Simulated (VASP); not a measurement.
# BeTe (gw) (F-43m) in VASP: G0W0 quasiparticle levels with PBE

Aim: the G0W0 quasiparticle levels of BeTe (gw) with PBE.

Everything below comes from runs of VASP 6.6.1. Logs are shortened: lines on timing, memory, paths and dates and some standing lists are left out, and cuts for length are marked.

## Step 1: The cell of the first run

It takes space group F-43m (No. 216, cubic). Conventional cell: a = 5.605 Å, b = 5.605 Å, c = 5.605 Å, α = 90.00°, β = 90.00°, γ = 90.00°. Within 3.2 Å of Be (site symmetry -43m) lie 4 Te at 2.43 Å. Within 3.2 Å of Te (site symmetry -43m) lie 4 Be at 2.43 Å.

## Step 2: G0W0 quasiparticle levels, PBE

Input file POSCAR:

```
BeTe
1.0
    0.0000000000      2.8023799443      2.8023799443
    2.8023799443      0.0000000000      2.8023799443
    2.8023799443      2.8023799443      0.0000000000
Be Te
1 1
Direct
    0.0000000000      0.0000000000      0.0000000000
    0.2500000000      0.2500000000      0.2500000000
```

Input file INCAR.step1:

```
SYSTEM = BeTe
PREC = Accurate
ENCUT = 500
EDIFF = 1E-8
ISMEAR = 0
SIGMA = 0.01
LREAL = .FALSE.
LASPH = .TRUE.
NELM = 100
ALGO = Normal
LWAVE = .TRUE.
LCHARG = .FALSE.
GGA = PE
```

Input file INCAR.step2:

```
SYSTEM = BeTe
PREC = Accurate
ENCUT = 500
EDIFF = 1E-8
ISMEAR = 0
SIGMA = 0.01
LREAL = .FALSE.
LASPH = .TRUE.
NELM = 1
ALGO = Exact
LWAVE = .TRUE.
LCHARG = .FALSE.
GGA = PE
NBANDS = 75
LOPTICS = .TRUE.
ISTART = 1
```

Input file INCAR.step3:

```
SYSTEM = BeTe
PREC = Accurate
ENCUT = 500
EDIFF = 1E-8
ISMEAR = 0
SIGMA = 0.01
LREAL = .FALSE.
LASPH = .TRUE.
ALGO = EVGW0
LWAVE = .FALSE.
LCHARG = .FALSE.
GGA = PE
NELMGW = 1
NBANDS = 75
ENCUTGW = 80.0
NOMEGA = 48
PRECFOCK = Fast
ISTART = 1
NBANDSGW = 12
```

Input file KPOINTS:

```
regular mesh
0
G
  4 4 4
  0 0 0
```

Potentials or basis: VASP PAW PBE potentials, release 64 (Be_GW, Te_GW).

Launch:

```console
$ cat potpaw_PBE.64/Be_GW/POTCAR potpaw_PBE.64/Te_GW/POTCAR > POTCAR
$ cp INCAR.step1 INCAR
$ mpirun -np 1 vasp_std > vasp.out
$ cp INCAR.step2 INCAR
$ mpirun -np 1 vasp_std > vasp.out
$ cp INCAR.step3 INCAR
$ mpirun -np 1 vasp_std > vasp.out
```

OUTCAR:

```text
SYSTEM = BeTe
   PREC = Accurate
   ENCUT = 500
   EDIFF = 1E-8
   ISMEAR = 0
   LREAL = .FALSE.
   LASPH = .TRUE.
   GGA = PE
   NELMGW = 1
   ENCUTGW = 80.0
   PRECFOCK = Fast
   ISTART = 1

 ion  position               nearest neighbor table
   1  0.000  0.000  0.000-   2 2.43   2 2.43   2 2.43   2 2.43
   2  0.250  0.250  0.250-   1 2.43   1 2.43   1 2.43   1 2.43

  LATTYP: Found a face centered cubic cell.
 ALAT       =     5.6047598886

  Lattice vectors:

 A1 = (   0.0000000000,   2.8023799443,   2.8023799443)
 A2 = (   2.8023799443,   0.0000000000,   2.8023799443)
 A3 = (   2.8023799443,   2.8023799443,   0.0000000000)

Analysis of symmetry for initial positions (statically):
=====================================================================
 Subroutine PRICEL returns:
 Original cell was already a primitive cell.

 Routine SETGRP: Setting up the symmetry group for a
 face centered cubic supercell.

 Subroutine GETGRP returns: Found 24 space group operations
 (whereof 24 operations were pure point group operations)
 out of a pool of 48 trial point group operations.

The static configuration has the point symmetry T_d .

Analysis of symmetry for dynamics (positions and initial velocities):
=====================================================================
 Subroutine PRICEL returns:
 Original cell was already a primitive cell.

 Routine SETGRP: Setting up the symmetry group for a
 face centered cubic supercell.

 Subroutine GETGRP returns: Found 24 space group operations
 (whereof 24 operations were pure point group operations)
 out of a pool of 48 trial point group operations.

The dynamic configuration has the point symmetry T_d .

 Subroutine INISYM returns: Found 24 space group operations
 (whereof 24 operations are pure point group operations),
 and found     1 'primitive' translations

[... 71 lines left out ...]
   ISPIN  =      1    spin polarized calculation?
   LNONCOLLINEAR =      F non collinear calculations
   LSORBIT =      F    spin-orbit coupling
   LASPH  =      T    aspherical Exc in radial PAW
   ENCUT  =  500.0 eV  36.75 Ry    6.06 a.u.   7.23  7.23  7.23*2*pi/ulx,y,z
   NELM   =     60;   NELMIN=  2; NELMDL=  0     # of ELM steps
   EDIFF  = 0.1E-07   stopping-criterion for ELM
   LREAL  =      F    real-space projection
   EDIFFG = 0.1E-06   stopping-criterion for IOM
   NSW    =      0    number of steps for IOM
   IBRION =     -1    ionic relax: 0-MD 1-quasi-New 2-CG
   NFREE  =      0    steps in history (QN), initial steepest desc. (CG)
   ISIF   =      0    stress and relaxation
   ISYM   =      3    0-nonsym 1-usesym 2-fastsym
   POTIM  = 0.5000    time-step for ionic-motion
   TEBEG  =    0.0;   TEEND  =   0.0 temperature during run
   PSTRESS=    0.0 pullay stress
   NELECT =       8.0000    total number of electrons
   NUPDOWN=      -1.0000    fix difference up-down
   EMIN   =  10.00;   EMAX   =-10.00  energy-range for DOS
   EFERMI =   0.00;   METHOD = LEGACY
   ISMEAR =     0;   SIGMA  =   0.01  broadening in eV -4-tet -1-fermi 0-gaus
   EFERMI_NEDOS =   21; number of points for ismear=-14 and -15
   IALGO  =     38    algorithm
   IMIX   =      4    mixing-type and parameters
     AMIX     =   0.40;   BMIX     =  1.00
     AMIX_MAG =   1.60;   BMIX_MAG =  1.00
  volume/ion in A,a.u.               =      22.01       148.52
  Fermi-wavevector in a.u.,A,eV,Ry     =   0.927330  1.752400 11.700216  0.859942
  Thomas-Fermi vector in A             =   2.053389
   LORBIT       =      0    0 simple, 1 ext, 2 COOP (PROOUT), +10 PAW based schemes
   GGA     = PE    functional components
   LHFCALC =     T    Hartree Fock is set to
   PRECFOCK=fast      Normal, Fast or Accurate (Low or Medium for compatibility)
   ENCUT4O =  -1.0   cutoff for four orbital integrals eV
   NKREDX  =     1    reduce k-point grid by
   NKREDY  =     1    reduce k-point grid by
   NKREDZ  =     1    reduce k-point grid by
   AEXX    =    1.0000 exact exchange contribution
   HFSCREEN=    0.0000 screening length (either q_TF or 0.3 A-1)
   HFSCREENC=   0.0000 screening length for correlation (either q_TF or 0.3 A-1)
   ENCUTFOCK=  -1.0 apply spherical cutoff to Coloumb kernel
   IVDW    =     0    specifies the selected vdW correction
   LEPSILON=     F    determine dielectric tensor
   LRPA    =     F    only Hartree local field effects (RPA)
   LRPAFORCE           =     F    calculate RPA forces
   ENCUTGW             =  80.0    cutoff for response function in eV
   ENCUTGWSOFT         =  64.0    soft cutoff for Coulomb kernel in GW response function in eV
   ENCUTLF             =  -1.0    cutoff for local field effects
   NELMGW              =     1    number of iterations in solving QP/BSE equation
   NELMHF              =     1    number of iterations in the inner HF iteration
   NKREDLFX            =     1    NKREDLFY  =   1   NKREDLFZ  =   1
 non-spin polarized calculation
 Gauss-broadening in eV      SIGMA  =   0.01
  energy-cutoff  :      500.00
  volume of cell :       44.02
 maximum number of plane-waves:      1139
 NGX is ok and might be reduce to    30
  NGX = 16; NGY = 16; NGZ = 16
   NGX = 15   NGY = 15   NGZ = 15
 maximum number of plane-waves:        76
 NGX is ok and might be reduce to    14

 QP shifts <psi_nk| G(iteration)W_0 |psi_nk>: iteration 1
 for sc-GW calculations column KS-energies equals QP-energies in previous step
 and V_xc(KS)=  KS-energies - (<T + V_ion + V_H > + <T+V_H+V_ion>^1  + <V_x>^1)

 k-point   1 :       0.0000    0.0000    0.0000
  band No.  KS-energies  QP-energies   sigma(KS)   V_xc(KS)     V^pw_x(r,r')   Z            occupation Imag(sigma)

      1      -7.3752      -8.0192     -11.6861     -10.7860     -17.6581       0.7155       2.0000       1.2178
      2       5.0193       4.5481     -11.7133     -11.1159     -13.0027       0.7886       2.0000       0.0603
      3       5.0193       4.5481     -11.7133     -11.1159     -13.0027       0.7886       2.0000       0.0603
      4       5.0193       4.5481     -11.7133     -11.1159     -13.0027       0.7886       2.0000       0.0603
      5       8.6118       9.0373      -8.8375      -9.3887      -4.8209       0.7719       0.0000      -0.0883
      6       8.6118       9.0373      -8.8375      -9.3887      -4.8209       0.7719       0.0000      -0.0883
      7       8.6118       9.0373      -8.8375      -9.3887      -4.8209       0.7719       0.0000      -0.0883
      8       8.9436       9.5852      -8.8460      -9.6746      -4.6532       0.7743       0.0000      -0.0974
      9      13.3510      13.4768      -7.7765      -7.9443      -2.4688       0.7498       0.0000      -0.2295
     10      15.4793      15.8313      -8.8089      -9.2729      -3.7941       0.7588       0.0000      -0.2628
     11      15.4793      15.8313      -8.8089      -9.2729      -3.7941       0.7588       0.0000      -0.2628
     12      16.3318      16.5424      -7.5963      -7.8740      -2.1416       0.7584       0.0000      -0.3292
[... 100 lines left out ...]
      1      -5.4475      -5.8144     -12.0443     -11.5359     -17.3726       0.7217       2.0000       0.8645
      2       0.3609      -0.4026     -11.1736     -10.1254     -14.0722       0.7285       2.0000       0.1657
      3       1.2419       0.5327     -10.7598      -9.8135     -13.0557       0.7495       2.0000       0.1172
      4       1.7344       1.0618     -10.7057      -9.8163     -12.7510       0.7563       2.0000       0.1002
      5      10.3215      10.5227      -8.4649      -8.7231      -4.3615       0.7793       0.0000      -0.1082
      6      10.5686      10.8677      -8.3542      -8.7439      -3.8714       0.7676       0.0000      -0.1185
      7      10.6050      11.1402      -8.6430      -9.3523      -3.8249       0.7545       0.0000      -0.1374
      8      11.2695      11.7274      -9.3219      -9.9323      -4.6543       0.7502       0.0000      -0.1486
      9      16.0998      16.6136      -9.1065      -9.8059      -3.2276       0.7346       0.0000      -0.4230
     10      16.8667      17.2886      -9.3453      -9.9147      -3.5254       0.7409       0.0000      -0.5152
     11      18.0988      18.5433      -8.6696      -9.2627      -2.7573       0.7494       0.0000      -0.5366
     12      19.0376      19.4993      -8.8142      -9.4151      -2.9089       0.7683       0.0000      -0.7000
```

It took 1.9 min on 1 thread of Intel Xeon 8259CL, shared host; peak memory 0.38 GiB.

Results:

```yaml
Band_gap_on_the_k_mesh_mean-field_level: 1.93 eV, indirect (least direct gap 3.59 eV)
Quasiparticle_gap: 2.57 eV
Least_direct_quasiparticle_gap: 4.49 eV
```

Caveat: the k points lie up to 0.49 Å⁻¹ apart; bands, screening cutoff and mesh are small and nothing is extrapolated, so the quasiparticle values aren't converged; spin-orbit coupling is left out, which moves the levels of the heavy elements. A k mesh can miss the band edges.
